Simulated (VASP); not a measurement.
# La3Ir5 (Im-3m) in VASP: notebook

Runs on La3Ir5. Level: PBE. Tasks: single point, relaxation of cell and atoms.

Everything below comes from runs of VASP 6.6.1. Logs are shortened: lines on timing, memory, paths and dates and some standing lists are left out, and cuts for length are marked.

## Step 1: The cell of the first run

Symmetry: Im-3m, No. 229, cubic system. The conventional cell has a = 6.819 Å, b = 6.819 Å, c = 6.819 Å, α = 90.00°, β = 90.00°, γ = 90.00°. Within 3.9 Å of La (site symmetry 4/mmm) lie 10 Ir at 2.95 to 3.41 Å and 4 La at 3.41 Å. Ir (site symmetry m-3m) has 8 Ir at 2.95 Å and 6 La at 3.41 Å within 3.9 Å. Within 3.9 Å of Ir (site symmetry -3m) lie 6 La at 2.95 Å and 8 Ir at 2.95 to 3.41 Å.

The cell was generated, and may not be a known phase.

## Step 2: Single point, PBE

File INCAR:

```
SYSTEM = La3Ir5
PREC = Accurate ; ENCUT = 520
EDIFF = 1E-6 ; ISMEAR = 0
SIGMA = 0.1 ; LREAL = .FALSE.
LASPH = .TRUE. ; NELM = 100
ALGO = Fast ; ISIF = 2
LWAVE = .FALSE. ; LCHARG = .FALSE.
GGA = PE ; NBANDS = 49
```

File KPOINTS:

```
Automatic mesh
0
G
  4 4 4
  0 0 0
```

File POSCAR:

```
La3Ir5
1.0
   -3.4095457700      3.4095457700      3.4095457700
    3.4095457700     -3.4095457700      3.4095457700
    3.4095457700      3.4095457700     -3.4095457700
La Ir
3 5
Direct
    0.0000000000      0.5000000000      0.5000000000
    0.5000000000      0.5000000000      0.0000000000
    0.5000000000      0.0000000000      0.5000000000
    0.0000000000      0.0000000000      0.0000000000
    0.0000000000      0.0000000000      0.5000000000
    0.0000000000      0.5000000000      0.0000000000
    0.5000000000      0.0000000000      0.0000000000
    0.5000000000      0.5000000000      0.5000000000
```

Potentials or basis: VASP PAW PBE potentials, release 64 (La, Ir).

Launch:

```
$ cat potpaw_PBE.64/La/POTCAR potpaw_PBE.64/Ir/POTCAR > POTCAR
$ mpirun -np 1 vasp_std > vasp.out
```

OUTCAR:

```text
SYSTEM = La3Ir5
   PREC = Accurate
   ENCUT = 520
   EDIFF = 1E-6
   ISMEAR = 0
   LREAL = .FALSE.
   LASPH = .TRUE.
   NELM = 100
   ISIF = 2
   GGA = PE

 ion  position               nearest neighbor table
   1  0.000  0.500  0.500-   5 2.95   6 2.95   7 2.95   8 2.95   6 2.95   5 2.95   8 2.95   7 2.95
                             4 3.41   4 3.41   2 3.41   2 3.41   3 3.41   3 3.41
   2  0.500  0.500  0.000-   5 2.95   6 2.95   7 2.95   8 2.95   8 2.95   7 2.95   6 2.95   5 2.95
                             4 3.41   3 3.41   1 3.41   1 3.41   4 3.41   3 3.41
   3  0.500  0.000  0.500-   5 2.95   6 2.95   7 2.95   8 2.95   7 2.95   8 2.95   5 2.95   6 2.95
                             4 3.41   2 3.41   1 3.41   4 3.41   1 3.41   2 3.41
   4  0.000  0.000  0.000-   5 2.95   6 2.95   7 2.95   8 2.95   5 2.95   6 2.95   7 2.95   8 2.95
                             3 3.41   1 3.41   1 3.41   3 3.41   2 3.41   2 3.41
   5  0.000  0.000  0.500-   1 2.95   2 2.95   3 2.95   4 2.95   4 2.95   1 2.95   3 2.95   2 2.95
                             7 3.41   6 3.41   8 3.41   7 3.41   8 3.41   6 3.41
   6  0.000  0.500  0.000-   1 2.95   2 2.95   3 2.95   4 2.95   1 2.95   4 2.95   2 2.95   3 2.95
                             7 3.41   5 3.41   8 3.41   8 3.41   7 3.41   5 3.41
   7  0.500  0.000  0.000-   1 2.95   2 2.95   3 2.95   4 2.95   3 2.95   2 2.95   4 2.95   1 2.95
                             6 3.41   8 3.41   8 3.41   5 3.41   6 3.41   5 3.41
   8  0.500  0.500  0.500-   1 2.95   2 2.95   3 2.95   4 2.95   2 2.95   3 2.95   1 2.95   4 2.95
                             6 3.41   7 3.41   7 3.41   6 3.41   5 3.41   5 3.41

  LATTYP: Found a body centered cubic cell.
 ALAT       =     6.8190915400

  Lattice vectors:

 A1 = (  -3.4095457700,   3.4095457700,   3.4095457700)
 A2 = (   3.4095457700,  -3.4095457700,   3.4095457700)
 A3 = (   3.4095457700,   3.4095457700,  -3.4095457700)

Analysis of symmetry for initial positions (statically):
=====================================================================
 Subroutine PRICEL returns:
 Original cell was already a primitive cell.

 Routine SETGRP: Setting up the symmetry group for a
 body centered cubic supercell.

 Subroutine GETGRP returns: Found 48 space group operations
 (whereof 48 operations were pure point group operations)
 out of a pool of 48 trial point group operations.

The static configuration has the point symmetry O_h .

Analysis of symmetry for dynamics (positions and initial velocities):
=====================================================================
 Subroutine PRICEL returns:
 Original cell was already a primitive cell.

 Routine SETGRP: Setting up the symmetry group for a
 body centered cubic supercell.

 Subroutine GETGRP returns: Found 48 space group operations
 (whereof 48 operations were pure point group operations)
 out of a pool of 48 trial point group operations.

The dynamic configuration has the point symmetry O_h .

 Subroutine INISYM returns: Found 48 space group operations
 (whereof 48 operations are pure point group operations),
 and found     1 'primitive' translations

----------------------------------------------------------------------------------------

                                     Primitive cell

  volume of cell :     158.5439

  direct lattice vectors                    reciprocal lattice vectors
    -3.409545770  3.409545770  3.409545770     0.000000000  0.146647100  0.146647100
     3.409545770 -3.409545770  3.409545770     0.146647100  0.000000000  0.146647100
     3.409545770  3.409545770 -3.409545770     0.146647100  0.146647100  0.000000000

  length of vectors
     5.905506504  5.905506504  5.905506504     0.207390318  0.207390318  0.207390318

  position of ions in fractional coordinates (direct lattice)
     0.000000000  0.500000000  0.500000000
     0.500000000  0.500000000  0.000000000
     0.500000000  0.000000000  0.500000000
     0.000000000  0.000000000  0.000000000
     0.000000000  0.000000000  0.500000000
     0.000000000  0.500000000  0.000000000
     0.500000000  0.000000000  0.000000000
     0.500000000  0.500000000  0.500000000

  ion indices of the primitive-cell ions
   primitive index   ion index
                 1           1
                 2           2
                 3           3
                 4           4
                 5           5
                 6           6
                 7           7
                 8           8

----------------------------------------------------------------------------------------

 KPOINTS: Automatic mesh

Automatic generation of k-mesh.
 Grid dimensions read from file:
 generate k-points for:    4    4    4

 Generating k-lattice:

  Cartesian coordinates                     Fractional coordinates (reciprocal lattice)
     0.000000000  0.036661775  0.036661775     0.250000000  0.000000000  0.000000000
     0.036661775  0.000000000  0.036661775     0.000000000  0.250000000  0.000000000
     0.036661775  0.036661775  0.000000000     0.000000000  0.000000000  0.250000000

  Length of vectors
     0.051847579  0.051847579  0.051847579

  Shift w.r.t. Gamma in fractional coordinates (k-lattice)
     0.000000000  0.000000000  0.000000000

 Subroutine IBZKPT returns following result:
 ===========================================

 Found      8 irreducible k-points:

 Following reciprocal coordinates:
            Coordinates               Weight
  0.000000  0.000000  0.000000      1.000000
  0.250000  0.000000  0.000000     12.000000
  0.500000  0.000000  0.000000      6.000000
  0.250000  0.250000  0.000000     24.000000
  0.250000  0.250000  0.250000      2.000000
 -0.250000  0.250000  0.250000      6.000000
  0.500000  0.500000  0.250000     12.000000
  0.500000  0.500000  0.500000      1.000000
   k-points           NKPTS =      8   k-points in BZ     NKDIM =      8   number of bands    NBANDS=     49
   number of dos      NEDOS =    301   number of ions     NIONS =      8
   total plane-waves  NPLWV = 110592
   dimension x,y,z NGX =    48 NGY =   48 NGZ =   48
   dimension x,y,z NGXF=    96 NGYF=   96 NGZF=   96
   ions per type =               3   5
   NGX,Y,Z   is equivalent  to a cutoff of  13.51, 13.51, 13.51 a.u.
   NGXF,Y,Z  is equivalent  to a cutoff of  27.02, 27.02, 27.02 a.u.
 SYSTEM =  La3Ir5
   PREC   = accura    normal or accurate (medium, high low for compatibility)
   ISTART =      0    job   : 0-new  1-cont  2-samecut
   ICHARG =      2    charge: 1-file 2-atom 10-const
   ISPIN  =      1    spin polarized calculation?
   LNONCOLLINEAR =      F non collinear calculations
   LSORBIT =      F    spin-orbit coupling
   LASPH  =      T    aspherical Exc in radial PAW
   ENCUT  =  520.0 eV  38.22 Ry    6.18 a.u.  10.98 10.98 10.98*2*pi/ulx,y,z
   NELM   =    100;   NELMIN=  2; NELMDL= -5     # of ELM steps
   EDIFF  = 0.1E-05   stopping-criterion for ELM
   LREAL  =      F    real-space projection
   EDIFFG = 0.1E-04   stopping-criterion for IOM
   NSW    =      0    number of steps for IOM
   IBRION =     -1    ionic relax: 0-MD 1-quasi-New 2-CG
   NFREE  =      0    steps in history (QN), initial steepest desc. (CG)
   ISIF   =      2    stress and relaxation
   ISYM   =      2    0-nonsym 1-usesym 2-fastsym
   POTIM  = 0.5000    time-step for ionic-motion
   TEBEG  =    0.0;   TEEND  =   0.0 temperature during run
   PSTRESS=    0.0 pullay stress
   NELECT =      78.0000    total number of electrons
   NUPDOWN=      -1.0000    fix difference up-down
   EMIN   =  10.00;   EMAX   =-10.00  energy-range for DOS
   EFERMI =   0.00;   METHOD = LEGACY
   ISMEAR =     0;   SIGMA  =   0.10  broadening in eV -4-tet -1-fermi 0-gaus
   EFERMI_NEDOS =   21; number of points for ismear=-14 and -15
   IALGO  =     68    algorithm
   IMIX   =      4    mixing-type and parameters
     AMIX     =   0.40;   BMIX     =  1.00
     AMIX_MAG =   1.60;   BMIX_MAG =  1.00
  volume/ion in A,a.u.               =      19.82       133.74
  Fermi-wavevector in a.u.,A,eV,Ry     =   1.292379  2.442242 22.725037  1.670243
  Thomas-Fermi vector in A             =   2.424090
   LORBIT       =      0    0 simple, 1 ext, 2 COOP (PROOUT), +10 PAW based schemes
   GGA     = PE    functional components
   LHFCALC =     F    Hartree Fock is set to
   AEXX    =    0.0000 exact exchange contribution
   IVDW    =     0    specifies the selected vdW correction
   LEPSILON=     F    determine dielectric tensor
   LRPA    =     F    only Hartree local field effects (RPA)
 non-spin polarized calculation
 RMM-DIIS sequential band-by-band and
 Gauss-broadening in eV      SIGMA  =   0.10
  energy-cutoff  :      520.00
  volume of cell :      158.54
 maximum number of plane-waves:      4289
 NGX is ok and might be reduce to    48
   NGX = 21   NGY = 21   NGZ = 21

 number of electron      78.0000006 magnetization

 Free energy of the ion-electron system (eV)
  ---------------------------------------------------
  ext. energy  EPLUGINS =         0.00000000
  ---------------------------------------------------
  free energy    TOTEN  =       -60.08049019 eV

  energy without entropy =      -60.04002391  energy(sigma->0) =      -60.06025705

 E-fermi :   9.3548     XC(G=0): -12.1368

 val. band max:        9.3109966222   @ k =   0.5000   0.5000   0.5000
 cond. band min:       9.3792817150   @ k =   0.5000   0.5000   0.5000
 fundamental gap:      0.0682850928
 Fermi energy:         9.3548150412

 k-point     1 :       0.0000    0.0000    0.0000
  band No.  band energies     occupation
      1     -22.1757      2.00000
      2     -21.8597      2.00000
      3     -21.8597      2.00000
      4      -6.9129      2.00000
      5      -6.9129      2.00000
      6      -6.9129      2.00000
[... 41 lines left out ...]
     48      12.9762      0.00000
     49      13.2211      0.00000

 k-point     2 :       0.2500    0.0000    0.0000
  band No.  band energies     occupation
      1     -22.1297      2.00000
      2     -21.8952      2.00000
      3     -21.8573      2.00000
      4      -6.9789      2.00000
      5      -6.7757      2.00000
      6      -6.7165      2.00000
[... 304 lines left out ...]
 k-point     8 :       0.5000    0.5000    0.5000
  band No.  band energies     occupation
      1     -22.0392      2.00000
      2     -22.0392      2.00000
      3     -21.7512      2.00000
      4      -7.2099      2.00000
      5      -7.2099      2.00000
      6      -7.2099      2.00000
[... 41 lines left out ...]
     48      10.8276      0.00000
     49      13.2389      0.00000

------------------------ aborting loop because EDIFF is reached ----------------------------------------

  FORCE on cell =-STRESS in cart. coord.  units (eV):
  Direction    XX          YY          ZZ          XY          YZ          ZX
  --------------------------------------------------------------------------------------
  -------------------------------------------------------------------------------------
  Total        5.2406389      5.2406389      5.2406389      0.0000000      0.0000000     -0.0000000
  in kB       52.9596677     52.9596677     52.9596677      0.0000000      0.0000000     -0.0000000
  external PRESSURE =      52.9596677 kB  Pullay stress =       0.0000000 kB

 VOLUME and BASIS-vectors are now :
 -----------------------------------------------------------------------------
  energy-cutoff  :      520.00
  volume of cell :      158.54
      direct lattice vectors                 reciprocal lattice vectors
    -3.409545770  3.409545770  3.409545770     0.000000000  0.146647100  0.146647100
     3.409545770 -3.409545770  3.409545770     0.146647100  0.000000000  0.146647100
     3.409545770  3.409545770 -3.409545770     0.146647100  0.146647100  0.000000000

 POSITION                                       TOTAL-FORCE (eV/Angst)
 -----------------------------------------------------------------------------------
      3.40955      0.00000      0.00000         0.000000     -0.000000      0.000000
      0.00000      0.00000      3.40955         0.000000     -0.000000     -0.000000
      0.00000      3.40955      0.00000         0.000000     -0.000000      0.000000
      0.00000      0.00000      0.00000        -0.000000      0.000000     -0.000000
      1.70477      1.70477     -1.70477        -0.000000      0.000000     -0.000000
      1.70477     -1.70477      1.70477         0.000000      0.000000     -0.000000
     -1.70477      1.70477      1.70477        -0.000000      0.000000      0.000000
      1.70477      1.70477      1.70477        -0.000000     -0.000000     -0.000000
 -----------------------------------------------------------------------------------
    total drift:                                0.000000      0.000000     -0.000000

  FREE ENERGIE OF THE ION-ELECTRON SYSTEM (eV)
  ---------------------------------------------------
  free  energy   TOTEN  =       -60.0804901933 eV

  energy  without entropy=      -60.0400239096  energy(sigma->0) =      -60.06025705
```

It took 8 min on 1 thread of Oxide Virtual Turin-like, shared host; peak memory 0.32 GiB.

What came out:

| Item | Value |
| --- | --- |
| Free energy | -60.0805 eV |
| Pressure | 5.3 GPa |
| Band gap on the k mesh | zero (bands 39 and 40 overlap by 1.60 eV) |

Caveat: the cell stands under pressure; spin-orbit coupling is left out, which moves the levels of the heavy elements.

(Continued in part 2 of 2.)

The gap in the log of VASP goes by the Fermi energy; the results here count the filled bands.